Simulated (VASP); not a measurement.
# Mg3SiTe (Pm-3m) in VASP: notebook

The runs below take Mg3SiTe through vibrations by perturbation theory, with PBEsol.

Program: VASP 6.6.1. These are calculated values, not measurements. Logs are shortened: lines on timing, memory, paths and dates and some standing lists are left out, and cuts for length are marked.

### 1 The cell of the first run

Symmetry: Pm-3m, No. 221, cubic system. The conventional cell has a = 5.305 Å, b = 5.305 Å, c = 5.305 Å, α = 90.00°, β = 90.00°, γ = 90.00°. Si (site symmetry m-3m) has 12 Mg at 3.75 Å and 8 Te at 4.59 Å within 4.9 Å. Within 3.5 Å of Te (site symmetry m-3m) lie 6 Mg at 2.65 Å. Mg (site symmetry 4/mmm) has 2 Te at 2.65 Å within 3.5 Å.

### 2 Vibrations by perturbation theory, PBEsol

The input, INCAR:

```
SYSTEM = Mg3SiTe
PREC = Accurate
ENCUT = 520
EDIFF = 1E-8
ISMEAR = -1
SIGMA = 0.15
LREAL = .False.
LASPH = .True.
NELM = 60
ALGO = Normal
ISIF = 2
LWAVE = .False.
LCHARG = .False.
GGA = PS
IBRION = 8
NSW = 1
```

The input, KPOINTS:

```
regular mesh
0
Gamma
  8 8 8
  0 0 0
```

The input, POSCAR:

```
Mg3SiTe
1.0
    5.3046000000      0.0000000000      0.0000000000
    0.0000000000      5.3046000000      0.0000000000
    0.0000000000      0.0000000000      5.3046000000
Si Te Mg
1 1 3
Direct
    0.0000000000      0.0000000000      0.0000000000
    0.5000000000      0.5000000000      0.5000000000
    0.5000000000      0.5000000000      0.0000000000
    0.5000000000      0.0000000000      0.5000000000
    0.0000000000      0.5000000000      0.5000000000
```

Potentials or basis: VASP PAW PBE potentials, release 64 (Si, Te, Mg).

Launch:

```bash
> cat potpaw_PBE.64/Si/POTCAR potpaw_PBE.64/Te/POTCAR potpaw_PBE.64/Mg/POTCAR > POTCAR
> mpirun -np 1 vasp_std > vasp.out
```

OUTCAR:

```text
SYSTEM = Mg3SiTe
   PREC = Accurate
   ENCUT = 520
   EDIFF = 1E-8
   ISMEAR = -1
   LREAL = .False.
   LASPH = .True.
   NELM = 60
   ISIF = 2
   GGA = PS
   IBRION = 8
   NSW = 1

 ion  position               nearest neighbor table
   1  0.000  0.000  0.000-
   2  0.500  0.500  0.500-   3 2.65   4 2.65   5 2.65   3 2.65   4 2.65   5 2.65
   3  0.500  0.500  0.000-   2 2.65   2 2.65
   4  0.500  0.000  0.500-   2 2.65   2 2.65
   5  0.000  0.500  0.500-   2 2.65   2 2.65

  LATTYP: Found a simple cubic cell.
 ALAT       =     5.3046000000

  Lattice vectors:

 A1 = (   5.3046000000,   0.0000000000,   0.0000000000)
 A2 = (   0.0000000000,   5.3046000000,   0.0000000000)
 A3 = (   0.0000000000,   0.0000000000,   5.3046000000)

Analysis of symmetry for initial positions (statically):
=====================================================================
 Subroutine PRICEL returns:
 Original cell was already a primitive cell.

 Routine SETGRP: Setting up the symmetry group for a
 simple cubic supercell.

 Subroutine GETGRP returns: Found 48 space group operations
 (whereof 48 operations were pure point group operations)
 out of a pool of 48 trial point group operations.

The static configuration has the point symmetry O_h .

Analysis of symmetry for dynamics (positions and initial velocities):
=====================================================================
 Subroutine PRICEL returns:
 Original cell was already a primitive cell.

 Routine SETGRP: Setting up the symmetry group for a
 simple cubic supercell.

 Subroutine GETGRP returns: Found 48 space group operations
 (whereof 48 operations were pure point group operations)
 out of a pool of 48 trial point group operations.

The dynamic configuration has the point symmetry O_h .

 Subroutine INISYM returns: Found 48 space group operations
 (whereof 48 operations are pure point group operations),
 and found     1 'primitive' translations

----------------------------------------------------------------------------------------

                                     Primitive cell

  volume of cell :     149.2650

  direct lattice vectors                    reciprocal lattice vectors
     5.304600000  0.000000000  0.000000000     0.188515628  0.000000000  0.000000000
     0.000000000  5.304600000  0.000000000     0.000000000  0.188515628  0.000000000
     0.000000000  0.000000000  5.304600000     0.000000000  0.000000000  0.188515628

  length of vectors
     5.304600000  5.304600000  5.304600000     0.188515628  0.188515628  0.188515628

  position of ions in fractional coordinates (direct lattice)
     0.000000000  0.000000000  0.000000000
     0.500000000  0.500000000  0.500000000
     0.500000000  0.500000000  0.000000000
[... 495 lines left out ...]
     10       4.1902      0.00122
     11       4.7472      0.00003
     12       5.2060      0.00000

 [... further k-points ...]
[... 5 lines left out ...]
  --------------------------------------------------------------------------------------
  -------------------------------------------------------------------------------------
  Total       -0.5237923     -0.5237923     -0.5237923      0.0000000      0.0000000      0.0000000
  in kB       -5.6222711     -5.6222711     -5.6222711      0.0000000      0.0000000      0.0000000
  external PRESSURE =      -5.6222711 kB  Pullay stress =       0.0000000 kB

 VOLUME and BASIS-vectors are now :
 -----------------------------------------------------------------------------
  energy-cutoff  :      520.00
  volume of cell :      149.26
      direct lattice vectors                 reciprocal lattice vectors
     5.304600000  0.000000000  0.000000000     0.188515628  0.000000000  0.000000000
     0.000000000  5.304600000  0.000000000     0.000000000  0.188515628  0.000000000
     0.000000000  0.000000000  5.304600000     0.000000000  0.000000000  0.188515628

 POSITION                                       TOTAL-FORCE (eV/Angst)
 -----------------------------------------------------------------------------------
      0.00000      0.00000      0.00000         0.000000      0.000000      0.000000
      2.65230      2.65230      2.65230         0.000000      0.000000      0.000000
      2.65230      2.65230      0.00000         0.000000      0.000000      0.000000
      2.65230      0.00000      2.65230         0.000000      0.000000      0.000000
      0.00000      2.65230      2.65230         0.000000      0.000000      0.000000
 -----------------------------------------------------------------------------------
    total drift:                                0.000000     -0.000000     -0.000000

  FREE ENERGIE OF THE ION-ELECTRON SYSTEM (eV)
  ---------------------------------------------------
  free  energy   TOTEN  =       -11.5406369207 eV

  energy  without entropy=      -11.3136288025  energy(sigma->0) =      -11.42713286

[... ionic steps 2 to 9 ...]

--------------------------------------- Ionic step       10  -------------------------------------------

------------------------ aborting loop because EDIFF is reached ----------------------------------------

[... ionic steps 11 to 11 ...]

--------------------------------------- Ionic step       12  -------------------------------------------

 Free energy of the ion-electron system (eV)
  ---------------------------------------------------
  ---------------------------------------------------
  free energy    TOTEN  =        -0.00311252 eV

  energy without entropy =       -0.00311253

------------------------ aborting loop because EDIFF is reached ----------------------------------------

 INTERNAL STRAIN TENSOR  FOR ION    3  DIRECTION 3   (eV/Angst):
 -----------------------------------------------------------------------------
     0.00428  0.00000 -0.00000
     0.00000  0.00428 -0.00000
     0.00000 -0.00000 -0.00521

 INTERNAL STRAIN TENSOR FOR ION    5 for displacements in x,y,z  (eV/Angst):
          X           Y           Z          XY          YZ          ZX
  --------------------------------------------------------------------------------
  x     0.00000     0.00000     0.00000     0.00000     0.00000     0.00000
  y     0.00000     0.00000     0.00000     0.00000     0.00000     0.00000
  z     0.00000     0.00000     0.00000     0.00000     0.00000     0.00000

 SECOND DERIVATIVES (NOT SYMMETRIZED)
 ------------------------------------
               1X          1Y          1Z          2X          2Y          2Z          3X          3Y          3Z          4X          4Y          4Z          5X          5Y          5Z
  1X     0.952922   -0.000000    0.000000    0.625505   -0.000000    0.000000   -0.959131    0.000000    0.000000   -0.959131    0.000000    0.000000    0.339835   -0.000000   -0.000000
  1Y    -0.000000    0.952922   -0.000000    0.000000    0.625505    0.000000    0.000000   -0.959131    0.000000   -0.000000    0.339835   -0.000000    0.000000   -0.959131   -0.000000
  1Z    -0.000000   -0.000000    0.952922    0.000000    0.000000    0.625505   -0.000000   -0.000000    0.339835   -0.000000    0.000000   -0.959131   -0.000000   -0.000000   -0.959131
  2X     0.624417   -0.000000    0.000000   -7.975207    0.000000   -0.000000   -1.546139   -0.000000    0.000000   -1.546139    0.000000    0.000000   10.443068    0.000000    0.000000
  2Y     0.000000    0.624417   -0.000000   -0.000000   -7.975207    0.000000   -0.000000   -1.546139   -0.000000    0.000000   10.443068   -0.000000    0.000000   -1.546139   -0.000000
  2Z    -0.000000   -0.000000    0.624417    0.000000    0.000000   -7.975207    0.000000    0.000000   10.443068    0.000000   -0.000000   -1.546139   -0.000000    0.000000   -1.546139
  3X    -0.959498    0.000000    0.000000   -1.546126    0.000000    0.000000    2.296416    0.000000    0.000000    0.020643    0.000000    0.000000    0.188566    0.000000    0.000000
  3Y     0.000000   -0.959498    0.000000    0.000000   -1.546126    0.000000    0.000000    2.296416    0.000000    0.000000    0.188566    0.000000    0.000000    0.020643    0.000000
  3Z    -0.000000   -0.000000    0.338636    0.000000    0.000000   10.443434   -0.000000   -0.000000  -11.159477    0.000000    0.000000    0.188704    0.000000    0.000000    0.188704
  4X    -0.959498    0.000000    0.000000   -1.546126    0.000000    0.000000    0.020643    0.000000    0.000000    2.296416    0.000000    0.000000    0.188566    0.000000    0.000000
  4Y    -0.000000    0.338636   -0.000000    0.000000   10.443434    0.000000    0.000000    0.188704    0.000000    0.000000  -11.159477    0.000000    0.000000    0.188704   -0.000000
  4Z     0.000000    0.000000   -0.959498    0.000000    0.000000   -1.546126    0.000000    0.000000    0.188566    0.000000    0.000000    2.296416    0.000000    0.000000    0.020643
  5X     0.338636   -0.000000   -0.000000   10.443434    0.000000    0.000000    0.188704   -0.000000    0.000000    0.188704    0.000000   -0.000000  -11.159477    0.000000    0.000000
  5Y     0.000000   -0.959498    0.000000    0.000000   -1.546126    0.000000    0.000000    0.020643    0.000000    0.000000    0.188566    0.000000    0.000000    2.296416    0.000000
  5Z     0.000000    0.000000   -0.959498    0.000000    0.000000   -1.546126    0.000000    0.000000    0.188566    0.000000    0.000000    0.020643    0.000000    0.000000    2.296416

 Eigenvectors and eigenvalues of the dynamical matrix
 ----------------------------------------------------

   1 f  =   11.433935 THz    71.841531 2PiTHz  381.395012 cm-1    47.286934 meV
             X         Y         Z           dx          dy          dz
      0.000000  0.000000  0.000000    -0.018024   -0.001424   -0.000000
      2.652300  2.652300  2.652300    -0.370005   -0.029227   -0.000000
      2.652300  2.652300  0.000000    -0.028735   -0.002270    0.000000
      2.652300  0.000000  2.652300    -0.028735    0.073035   -0.000000
      0.000000  2.652300  2.652300     0.924618   -0.002270   -0.000000
[... 105 lines left out ...]
  15 f/i=    5.755685 THz    36.164033 2PiTHz  191.988973 cm-1    23.803588 meV
             X         Y         Z           dx          dy          dz
      0.000000  0.000000  0.000000     0.024301    0.039697    0.464237
      2.652300  2.652300  2.652300     0.013820    0.022575    0.264009
      2.652300  2.652300  0.000000    -0.030940   -0.050543    0.077959
      2.652300  0.000000  2.652300    -0.030940    0.006666   -0.591081
      0.000000  2.652300  2.652300     0.004081   -0.050543   -0.591081

--------------------------------------------------------------------------------------------------------

 ELASTIC MODULI CONTR FROM IONIC RELAXATION (kBar)
 Direction    XX          YY          ZZ          XY          YZ          ZX
 --------------------------------------------------------------------------------
 XX           0.0000      0.0000      0.0000      0.0000      0.0000      0.0000
 YY           0.0000      0.0000      0.0000      0.0000      0.0000      0.0000
 ZZ           0.0000      0.0000      0.0000      0.0000      0.0000      0.0000
 XY           0.0000      0.0000      0.0000      0.0000      0.0000      0.0000
 YZ           0.0000      0.0000      0.0000      0.0000      0.0000      0.0000
 ZX           0.0000      0.0000      0.0000      0.0000      0.0000      0.0000
 --------------------------------------------------------------------------------
```

Run time: 6.4 min. Hardware: 1 thread of Intel Xeon Platinum 8559C (Emerald Rapids), shared host; peak memory 0.73 GiB.

What came out:

```yaml
Highest_phonon_frequency_at_Γ_LO-TO_splitting_left_out: 381 cm⁻¹
Most_unstable_mode: 192i cm⁻¹
```

Phonon frequencies in cm⁻¹ (negative: imaginary):
```tsv
q point	frequencies
(0.000, 0.000, 0.000)	-192 -192 -192 -160 -160 -160 -44 -44 -44 0 0 0 381 381 381
```

Caveat: some modes are imaginary; the PAW data sets were made with another functional, which shifts forces and pressure a little; spin-orbit coupling is left out, which moves the levels of the heavy elements.

### 3 Vibrations by perturbation theory, PBEsol

This run uses another cell than the first one, of 26.50 Å³/atom, 0.888 times its volume.

The input, INCAR:

```
SYSTEM = Mg3SiTe
  PREC = Accurate
  ENCUT = 520
  EDIFF = 1E-8
  ISMEAR = -1
  SIGMA = 0.15
  LREAL = .False.
  LASPH = .True.
  NELM = 100
  ALGO = Fast
  ISIF = 2
  LWAVE = .False.
  LCHARG = .False.
  GGA = PS
  NBANDS = 16
  IBRION = 8
  NSW = 1
```

KPOINTS is that of step 2.

POSCAR, as its differences from that of step 2:

```diff
@@ -2,5 +2,5 @@
 1.0
-    5.3046000000      0.0000000000      0.0000000000
-    0.0000000000      5.3046000000      0.0000000000
-    0.0000000000      0.0000000000      5.3046000000
+    5.0980000000      0.0000000000      0.0000000000
+    0.0000000000      5.0980000000      0.0000000000
+    0.0000000000      0.0000000000      5.0980000000
 Si Te Mg
```

Potentials or basis: VASP PAW PBE potentials, release 64 (Si, Te, Mg).

Launch:

```bash
> cat potpaw_PBE.64/Si/POTCAR potpaw_PBE.64/Te/POTCAR potpaw_PBE.64/Mg/POTCAR > POTCAR
> mpirun -np 1 vasp_std > vasp.out
```

OUTCAR:

```text
SYSTEM = Mg3SiTe
   PREC = Accurate
   ENCUT = 520
   EDIFF = 1E-8
   ISMEAR = -1
   LREAL = .False.
   LASPH = .True.
   NELM = 100
   ISIF = 2
   GGA = PS
   IBRION = 8
   NSW = 1

 ion  position               nearest neighbor table
   1  0.000  0.000  0.000-
   2  0.500  0.500  0.500-   3 2.55   4 2.55   5 2.55   3 2.55   4 2.55   5 2.55
   3  0.500  0.500  0.000-   2 2.55   2 2.55   5 3.60   4 3.60   4 3.60   5 3.60   4 3.60   4 3.60
                             5 3.60   5 3.60
   4  0.500  0.000  0.500-   2 2.55   2 2.55   5 3.60   3 3.60   3 3.60   3 3.60   5 3.60   3 3.60
                             5 3.60   5 3.60
   5  0.000  0.500  0.500-   2 2.55   2 2.55   4 3.60   3 3.60   4 3.60   3 3.60   3 3.60   4 3.60
                             3 3.60   4 3.60

  LATTYP: Found a simple cubic cell.
 ALAT       =     5.0980000000

  Lattice vectors:

 A1 = (   5.0980000000,   0.0000000000,   0.0000000000)
 A2 = (   0.0000000000,   5.0980000000,   0.0000000000)
 A3 = (   0.0000000000,   0.0000000000,   5.0980000000)

Analysis of symmetry for initial positions (statically):
=====================================================================
[... 710 lines left out ...]
  y     0.00000     0.00000     0.00000     0.00000     0.00000     0.00000
  z     0.00000     0.00000     0.00000     0.00000     0.00000     0.00000

 SECOND DERIVATIVES (NOT SYMMETRIZED)
 ------------------------------------
               1X          1Y          1Z          2X          2Y          2Z          3X          3Y          3Z          4X          4Y          4Z          5X          5Y          5Z
  1X     0.737905    0.000000   -0.000000    0.762334    0.000000   -0.000000   -0.943537   -0.000000   -0.000000   -0.943537    0.000000   -0.000000    0.386834   -0.000000    0.000000
  1Y     0.000000    0.737905   -0.000000   -0.000000    0.762334   -0.000000   -0.000000   -0.943537   -0.000000   -0.000000    0.386834    0.000000    0.000000   -0.943537   -0.000000
  1Z     0.000000    0.000000    0.737905    0.000000   -0.000000    0.762334   -0.000000    0.000000    0.386834    0.000000   -0.000000   -0.943537    0.000000   -0.000000   -0.943537
  2X     0.762987    0.000000    0.000000  -11.707040    0.000000    0.000000   -2.130711    0.000000   -0.000000   -2.130711    0.000000    0.000000   15.205476   -0.000000   -0.000000
  2Y     0.000000    0.762987    0.000000    0.000000  -11.707040    0.000000    0.000000   -2.130711    0.000000   -0.000000   15.205476   -0.000000   -0.000000   -2.130711    0.000000
  2Z    -0.000000    0.000000    0.762987    0.000000   -0.000000  -11.707040    0.000000   -0.000000   15.205476   -0.000000   -0.000000   -2.130711    0.000000    0.000000   -2.130711
  3X    -0.944276    0.000000    0.000000   -2.131254    0.000000    0.000000    2.809860    0.000000    0.000000   -0.021486    0.000000    0.000000    0.287156    0.000000    0.000000
  3Y     0.000000   -0.944276    0.000000    0.000000   -2.131254    0.000000    0.000000    2.809860    0.000000    0.000000    0.287156    0.000000    0.000000   -0.021486    0.000000
  3Z     0.000000   -0.000000    0.386005    0.000000   -0.000000   15.205149   -0.000000   -0.000000  -16.165957   -0.000000   -0.000000    0.287402   -0.000000   -0.000000    0.287402
  4X    -0.944276    0.000000    0.000000   -2.131254    0.000000    0.000000   -0.021486    0.000000    0.000000    2.809860    0.000000    0.000000    0.287156    0.000000    0.000000
  4Y     0.000000    0.386005    0.000000    0.000000   15.205149    0.000000    0.000000    0.287402   -0.000000   -0.000000  -16.165957    0.000000   -0.000000    0.287402   -0.000000
  4Z     0.000000    0.000000   -0.944276    0.000000    0.000000   -2.131254    0.000000    0.000000    0.287156    0.000000    0.000000    2.809860    0.000000    0.000000   -0.021486
  5X     0.386005    0.000000    0.000000   15.205149   -0.000000   -0.000000    0.287402    0.000000   -0.000000    0.287402   -0.000000   -0.000000  -16.165957    0.000000   -0.000000
  5Y     0.000000   -0.944276    0.000000    0.000000   -2.131254    0.000000    0.000000   -0.021486    0.000000    0.000000    0.287156    0.000000    0.000000    2.809860    0.000000
  5Z     0.000000    0.000000   -0.944276    0.000000    0.000000   -2.131254    0.000000    0.000000    0.287156    0.000000    0.000000   -0.021486    0.000000    0.000000    2.809860

 Eigenvectors and eigenvalues of the dynamical matrix
 ----------------------------------------------------

   1 f  =   13.770833 THz    86.524694 2PiTHz  459.345537 cm-1    56.951562 meV
             X         Y         Z           dx          dy          dz
      0.000000  0.000000  0.000000     0.012280   -0.006227   -0.000000
      2.549000  2.549000  2.549000     0.332556   -0.168635    0.000000
      2.549000  2.549000  0.000000     0.025757   -0.013061    0.000000
      2.549000  0.000000  2.549000     0.025757    0.419195   -0.000000
      0.000000  2.549000  2.549000    -0.826672   -0.013061   -0.000000
[... 105 lines left out ...]
  15 f/i=    6.158534 THz    38.695210 2PiTHz  205.426582 cm-1    25.469639 meV
             X         Y         Z           dx          dy          dz
      0.000000  0.000000  0.000000    -0.097229   -0.140994   -0.343652
      2.549000  2.549000  2.549000    -0.079068   -0.114658   -0.279461
      2.549000  2.549000  0.000000     0.154692    0.224323   -0.083457
      2.549000  0.000000  2.549000     0.154692   -0.034241    0.546753
      0.000000  2.549000  2.549000    -0.023612    0.224323    0.546753

--------------------------------------------------------------------------------------------------------

 ELASTIC MODULI CONTR FROM IONIC RELAXATION (kBar)
 Direction    XX          YY          ZZ          XY          YZ          ZX
 --------------------------------------------------------------------------------
 XX           0.0000      0.0000      0.0000      0.0000      0.0000      0.0000
 YY           0.0000      0.0000      0.0000      0.0000      0.0000      0.0000
 ZZ           0.0000      0.0000      0.0000      0.0000      0.0000      0.0000
 XY           0.0000      0.0000      0.0000      0.0000      0.0000      0.0000
 YZ           0.0000      0.0000      0.0000      0.0000      0.0000      0.0000
 ZX           0.0000      0.0000      0.0000      0.0000      0.0000      0.0000
 --------------------------------------------------------------------------------
```

Run time: 9.1 min. Hardware: 1 thread of Intel Xeon Platinum 8488C (Sapphire Rapids), shared host; peak memory 0.77 GiB.

Results:

```
Highest phonon frequency at Γ, LO-TO splitting left out : 459 cm⁻¹
Most unstable mode                                      : 205i cm⁻¹
```

Phonon frequencies in cm⁻¹ (negative: imaginary):
| q point | frequencies |
| --- | --- |
| (0.000, 0.000, 0.000) | -205 -205 -205 -178 -178 -178 -36 -36 -36 0 0 0 459 459 459 |

Caveat: the cell wasn't relaxed at this level first, which shifts response properties; some modes are imaginary; the PAW data sets were made with another functional, which shifts forces and pressure a little; spin-orbit coupling is left out, which moves the levels of the heavy elements.
